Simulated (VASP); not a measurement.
# Zn in VASP: further runs

Runs on Zn. Level: r2SCAN. Tasks: single point.

Program: VASP 6.6.1. These are calculated values, not measurements. Logs are shortened: lines on timing, memory, paths and dates and some standing lists are left out, and cuts for length are marked.

**1. The cell of the first run**

The structure is orthorhombic, space group Cmcm (No. 63). The conventional cell has a = 2.543 Å, b = 4.518 Å, c = 5.016 Å, α = 90.00°, β = 90.00°, γ = 90.00°. Zn (site symmetry m2m) has 12 Zn at 2.54 to 2.93 Å within 3.4 Å.

**2. Single point, r2SCAN (uniaxial strain along a: -2.0 %)**

POSCAR reads:

```
Zn
1.0
    2.5433535000      0.0000000000      0.0000000000
   -1.2716767500      2.2587977403      0.0000000000
    0.0000000000      0.0000000000      5.0156594778
Zn
2
Direct
    0.3333701682      0.6667145317      0.2500000000
    0.6666298318      0.3332854683      0.7500000000
```

INCAR.step1 reads:

```
SYSTEM = Zn
ALGO = Normal ; EDIFF = 1E-4
ENCUT = 520 ; GGA = PE
ISMEAR = 0 ; LASPH = .True.
LCHARG = .False. ; LREAL = .False.
LWAVE = .True. ; NBANDS = 19
NELM = 60 ; PREC = Accurate
SIGMA = 0.1
```

INCAR.step2 reads:

```
SYSTEM = Zn
ALGO = Normal ; EDIFF = 1E-7
ENCUT = 520 ; ISIF = 2
ISMEAR = 0 ; ISTART = 1
LASPH = .True. ; LCHARG = .False.
LMIXTAU = .True. ; LREAL = .False.
LWAVE = .False. ; METAGGA = R2SCAN
NBANDS = 19 ; NELM = 60
PREC = Accurate ; SIGMA = 0.1
```

KPOINTS reads:

```
k-points
0
Gamma
  24 24 10
  0 0 0
```

Potentials or basis: VASP PAW PBE potentials, release 64 (Zn).

Launch:

```console
cat potpaw_PBE.64/Zn/POTCAR > POTCAR
cp INCAR.step1 INCAR
mpirun -np 1 vasp_std > vasp.out
cp INCAR.step2 INCAR
mpirun -np 1 vasp_std > vasp.out
```

OUTCAR:

```text
SYSTEM = Zn
   EDIFF = 1E-7
   ENCUT = 520
   ISIF = 2
   ISMEAR = 0
   ISTART = 1
   LASPH = .True.
   LREAL = .False.
   METAGGA = R2SCAN
   NELM = 60
   PREC = Accurate

 ion  position               nearest neighbor table
   1  0.333  0.667  0.250-   2 2.91   2 2.91   2 2.91   2 2.91   2 2.93   2 2.93
   2  0.667  0.333  0.750-   1 2.91   1 2.91   1 2.91   1 2.91   1 2.93   1 2.93

  LATTYP: Found a base centered orthorhombic cell.
 ALAT       =     2.5433535000
 B/A-ratio  =     1.7762357771
 C/A-ratio  =     1.9720654159

  Lattice vectors:

 A1 = (   1.2716767500,  -2.2587977403,   0.0000000000)
 A2 = (   1.2716767500,   2.2587977403,   0.0000000000)
 A3 = (   0.0000000000,   0.0000000000,   5.0156594778)

Analysis of symmetry for initial positions (statically):
=====================================================================
 Subroutine PRICEL returns:
 Original cell was already a primitive cell.

 Routine SETGRP: Setting up the symmetry group for a
 base centered orthorhombic supercell.

 Subroutine GETGRP returns: Found  4 space group operations
 (whereof  2 operations were pure point group operations)
 out of a pool of  8 trial point group operations.

The static configuration has the point symmetry S_2 .
 The point group associated with its full space group is C_2h.

Analysis of symmetry for dynamics (positions and initial velocities):
=====================================================================
 Subroutine PRICEL returns:
 Original cell was already a primitive cell.

 Routine SETGRP: Setting up the symmetry group for a
 base centered orthorhombic supercell.

 Subroutine GETGRP returns: Found  4 space group operations
 (whereof  2 operations were pure point group operations)
 out of a pool of  8 trial point group operations.

The dynamic configuration has the point symmetry S_2 .
 The point group associated with its full space group is C_2h.

 Subroutine INISYM returns: Found  4 space group operations
 (whereof  2 operations are pure point group operations),
 and found     1 'primitive' translations

----------------------------------------------------------------------------------------

                                     Primitive cell

  volume of cell :      28.8146

  direct lattice vectors                    reciprocal lattice vectors
     2.543353500  0.000000000  0.000000000     0.393181679  0.221356694  0.000000000
[... 82 lines left out ...]
   LSORBIT =      F    spin-orbit coupling
   LASPH  =      T    aspherical Exc in radial PAW
   ENCUT  =  520.0 eV  38.22 Ry    6.18 a.u.   4.73  4.82  9.33*2*pi/ulx,y,z
   NELM   =     60;   NELMIN=  2; NELMDL=  0     # of ELM steps
   EDIFF  = 0.1E-06   stopping-criterion for ELM
   LREAL  =      F    real-space projection
   EDIFFG = 0.1E-05   stopping-criterion for IOM
   NSW    =      0    number of steps for IOM
   IBRION =     -1    ionic relax: 0-MD 1-quasi-New 2-CG
   NFREE  =      0    steps in history (QN), initial steepest desc. (CG)
   ISIF   =      2    stress and relaxation
   ISYM   =      2    0-nonsym 1-usesym 2-fastsym
   POTIM  = 0.5000    time-step for ionic-motion
   TEBEG  =    0.0;   TEEND  =   0.0 temperature during run
   PSTRESS=    0.0 pullay stress
   NELECT =      24.0000    total number of electrons
   NUPDOWN=      -1.0000    fix difference up-down
   EMIN   =  10.00;   EMAX   =-10.00  energy-range for DOS
   EFERMI =   0.00;   METHOD = LEGACY
   ISMEAR =     0;   SIGMA  =   0.10  broadening in eV -4-tet -1-fermi 0-gaus
   EFERMI_NEDOS =   21; number of points for ismear=-14 and -15
   IALGO  =     38    algorithm
   IMIX   =      4    mixing-type and parameters
     AMIX     =   0.40;   BMIX     =  1.00
     AMIX_MAG =   1.60;   BMIX_MAG =  1.00
  volume/ion in A,a.u.               =      14.41        97.23
  Fermi-wavevector in a.u.,A,eV,Ry     =   1.540309  2.910762 32.280530  2.372552
  Thomas-Fermi vector in A             =   2.646414
   LORBIT       =      0    0 simple, 1 ext, 2 COOP (PROOUT), +10 PAW based schemes
   METAGGA = R2SCAN    functional components
   LHFCALC =     F    Hartree Fock is set to
   AEXX    =    0.0000 exact exchange contribution
   IVDW    =     0    specifies the selected vdW correction
   LEPSILON=     F    determine dielectric tensor
   LRPA    =     F    only Hartree local field effects (RPA)
 non-spin polarized calculation
 Gauss-broadening in eV      SIGMA  =   0.10
  energy-cutoff  :      520.00
  volume of cell :       28.81
 maximum number of plane-waves:       797
   NGX =  9   NGY =  9   NGZ = 19

 number of electron      24.0000017 magnetization

 Free energy of the ion-electron system (eV)
  ---------------------------------------------------
  ext. energy  EPLUGINS =         0.00000000
  ---------------------------------------------------
  free energy    TOTEN  =       -17.79140928 eV

  energy without entropy =      -17.78984899  energy(sigma->0) =      -17.79062913

 E-fermi :   3.2421     XC(G=0): -12.9313

 val. band max:        3.2374823321   @ k =   0.2917  -0.3333   0.0000
 cond. band min:       3.2466839140   @ k =   0.3750   0.5000  -0.1000
 fundamental gap:      0.0092015819
 Fermi energy:         3.2421454701

 k-point     1 :       0.0000    0.0000    0.0000
  band No.  band energies     occupation
      1      -7.9562      2.00000
      2      -5.9955      2.00000
      3      -5.1233      2.00000
      4      -4.8598      2.00000
      5      -4.8117      2.00000
      6      -4.7316      2.00000
[... 505 lines left out ...]
      6      -4.5802      2.00000
[... 11 lines left out ...]
     18      19.2287      0.00000
     19      20.2753      0.00000

 [... further k-points ...]

------------------------ aborting loop because EDIFF is reached ----------------------------------------

  FORCE on cell =-STRESS in cart. coord.  units (eV):
  Direction    XX          YY          ZZ          XY          YZ          ZX
  --------------------------------------------------------------------------------------
  -------------------------------------------------------------------------------------
  Total        0.9842211      0.0854918      0.0377271      0.0013637      0.0000000      0.0000000
  in kB       54.7256778      4.7536059      2.0977421      0.0758260      0.0000000      0.0000000
  external PRESSURE =      20.5256752 kB  Pullay stress =       0.0000000 kB

 VOLUME and BASIS-vectors are now :
 -----------------------------------------------------------------------------
  energy-cutoff  :      520.00
  volume of cell :       28.81
      direct lattice vectors                 reciprocal lattice vectors
     2.543353500  0.000000000  0.000000000     0.393181679  0.221356694  0.000000000
    -1.271676750  2.258797740  0.000000000     0.000000000  0.442713388  0.000000000
     0.000000000  0.000000000  5.015659478     0.000000000  0.000000000  0.199375577

 POSITION                                       TOTAL-FORCE (eV/Angst)
 -----------------------------------------------------------------------------------
      0.00003      1.50597      1.25391         0.000032     -0.007703      0.000000
      1.27164      0.75282      3.76174        -0.000032      0.007703      0.000000
 -----------------------------------------------------------------------------------
    total drift:                               -0.000000      0.000000      0.000000

  FREE ENERGIE OF THE ION-ELECTRON SYSTEM (eV)
  ---------------------------------------------------
  free  energy   TOTEN  =       -17.7914092822 eV

  energy  without entropy=      -17.7898489861  energy(sigma->0) =      -17.79062913
```

OUTCAR.step1:

```text
SYSTEM = Zn
   EDIFF = 1E-4
   ENCUT = 520
   GGA = PE
   ISMEAR = 0
   LASPH = .True.
   LREAL = .False.
[... 752 lines left out ...]
      0.00003      1.50597      1.25391        -0.000028     -0.000907      0.000000
      1.27164      0.75282      3.76174         0.000028      0.000907     -0.000000
 -----------------------------------------------------------------------------------
    total drift:                               -0.000000      0.000000      0.000000

  FREE ENERGIE OF THE ION-ELECTRON SYSTEM (eV)
  ---------------------------------------------------
  free  energy   TOTEN  =        -2.1765423911 eV

  energy  without entropy=       -2.1747684529  energy(sigma->0) =       -2.17565542
```

OSZICAR.step1:

```text
N       E                     dE             d eps       ncg     rms          rms(c)
DAV:   1     0.113094346710E+03    0.11309E+03   -0.12335E+04 68656   0.203E+03
DAV:   2     0.269060004460E+01   -0.11040E+03   -0.10656E+03 66569   0.297E+02
DAV:   3    -0.239077465290E+01   -0.50814E+01   -0.50606E+01 73127   0.700E+01
DAV:   4    -0.242011790692E+01   -0.29343E-01   -0.29336E-01 71694   0.547E+00
DAV:   5    -0.242015376291E+01   -0.35856E-04   -0.35856E-04 70484   0.173E-01    0.458E+00
DAV:   6    -0.219356796179E+01    0.22659E+00   -0.84957E-01 73648   0.200E+01    0.330E+00
DAV:   7    -0.218191594353E+01    0.11652E-01   -0.29960E-02 83803   0.297E+00    0.167E+00
DAV:   8    -0.217653708724E+01    0.53789E-02   -0.19792E-03 91077   0.715E-01    0.498E-02
DAV:   9    -0.217654239107E+01   -0.53038E-05   -0.26713E-04 62248   0.217E-01
   1 F= -.21765424E+01 E0= -.21756554E+01  d E =-.177394E-02
```

It took 68 min on 1 thread of Oxide Virtual Turin-like, shared host; peak memory 0.76 GiB.

What came out:

```
Free energy            : -17.7914 eV
Pressure               : 2.1 GPa
Largest force          : 0.008 eV/Å
Band gap on the k mesh : zero (bands 12 and 13 overlap by 5.30 eV)
```

Forces in eV/Å, atoms in the order of the input:
```
Zn   0.000 -0.008  0.000
Zn   0.000  0.008  0.000
```

Stress tensor (GPa, compression positive):
```
5.47 0.01 0.00
0.01 0.48 0.00
0.00 0.00 0.21
```

Levels at points of the mesh, in eV from the Fermi level:
```tsv
k point	band 8	band 9	band 10	band 11	band 12	band 13	band 14	band 15	band 16	band 17
(0.00, 0.00, 0.00)	-7.56	-7.54	-7.38	-7.36	-4.15	-3.54	13.30	17.25	19.84	20.81
(0.50, 0.00, 0.00)	-7.42	-7.11	-7.09	-2.80	-1.80	2.89	4.11	4.79	6.27	11.71
(0.50, 0.50, 0.00)	-7.42	-7.11	-7.09	-2.80	-1.80	2.89	4.12	4.79	6.27	11.71
(0.00, 0.50, 0.00)	-7.39	-7.12	-7.11	-3.03	-2.11	2.59	3.76	4.39	6.00	12.65
(0.00, 0.00, 0.50)	-7.96	-7.46	-7.46	-7.44	-7.44	4.19	4.19	21.01	21.01	22.18
(0.50, 0.00, 0.50)	-7.42	-7.10	-7.10	-1.89	-1.89	0.85	0.85	10.73	10.73	13.53
(0.50, 0.50, 0.50)	-7.42	-7.10	-7.10	-1.89	-1.89	0.85	0.85	10.73	10.73	13.53
(0.00, 0.50, 0.50)	-7.43	-7.12	-7.12	-2.12	-2.12	0.45	0.45	10.42	10.42	13.91
```

Caveat: the cell differs from its parent crystal (uniaxial strain along a: -2.0 %); the stress differs along the axes, from 0 to 5 GPa; the PAW data sets were made with another functional, which shifts forces and pressure a little.

**3. Single point, r2SCAN (uniaxial strain along a: -2.0 %, then relaxed in part)**

POSCAR reads:

```
Zn
1.0
    2.5433534796      0.0003222026      0.0000000000
   -1.2713905859      2.2576203683      0.0000000000
    0.0000000000      0.0000000000      5.0098393639
Zn
2
Direct
    0.3334339879      0.6669053809      0.2500000000
    0.6665660121      0.3330946191      0.7500000000
```

INCAR.step1 reads:

```
ALGO = Normal
EDIFF = 1E-4
ENCUT = 520
GGA = PE
ISMEAR = 0
LASPH = True
LCHARG = False
LREAL = False
LWAVE = True
NBANDS = 19
NELM = 80
PREC = Accurate
SIGMA = 0.1
```

INCAR.step2 reads:

```
ALGO = Normal
EDIFF = 1E-6
ENCUT = 520
ISIF = 2
ISMEAR = 0
ISTART = 1
LASPH = True
LCHARG = False
LMIXTAU = True
LREAL = False
LWAVE = False
METAGGA = R2SCAN
NBANDS = 19
NELM = 80
PREC = Accurate
SIGMA = 0.1
```

KPOINTS reads:

```
k-points
0
Gamma
  24 24 10
```

Potentials or basis: VASP PAW PBE potentials, release 64 (Zn).

Launch:

```console
cat potpaw_PBE.64/Zn/POTCAR > POTCAR
cp INCAR.step1 INCAR
mpirun -np 1 vasp_std > vasp.out
cp INCAR.step2 INCAR
mpirun -np 1 vasp_std > vasp.out
```

Wall time 58 min (1 thread of Oxide Virtual Turin-like, shared host); peak memory 0.76 GiB.

Results (log left out):

```
Free energy            : -17.7913 eV
Pressure               : 2.2 GPa
Largest force          : 0.008 eV/Å
Band gap on the k mesh : zero (bands 12 and 13 overlap by 5.29 eV)
```

Forces in eV/Å, atoms in the order of the input:
```
Zn   0.000 -0.008  0.000
Zn   0.000  0.008  0.000
```

Stress tensor (GPa, compression positive):
```
 5.61 -0.01  0.00
-0.01  0.66  0.00
 0.00  0.00  0.35
```

Levels at points of the mesh, in eV from the Fermi level:
```csv
k point,band 10,band 11,band 12,band 13,band 14,band 15
"(0.00, 0.00, 0.00)",-7.38,-7.36,-4.15,-3.52,13.35,17.29
"(0.50, 0.00, 0.00)",-7.09,-2.81,-1.81,2.90,4.11,4.81
"(0.00, 0.50, 0.00)",-7.11,-3.03,-2.11,2.61,3.77,4.41
"(0.50, 0.50, 0.00)",-7.09,-2.81,-1.81,2.90,4.12,4.81
"(0.00, 0.00, 0.50)",-7.46,-7.44,-7.44,4.22,4.22,21.03
"(0.50, 0.00, 0.50)",-7.10,-1.90,-1.90,0.84,0.84,10.75
"(0.00, 0.50, 0.50)",-7.12,-2.12,-2.12,0.46,0.46,10.45
"(0.50, 0.50, 0.50)",-7.10,-1.89,-1.89,0.85,0.85,10.76
```

Caveat: the cell differs from its parent crystal (uniaxial strain along a: -2.0 %, then relaxed in part); the stress differs along the axes, from 0 to 6 GPa; the PAW data sets were made with another functional, which shifts forces and pressure a little.
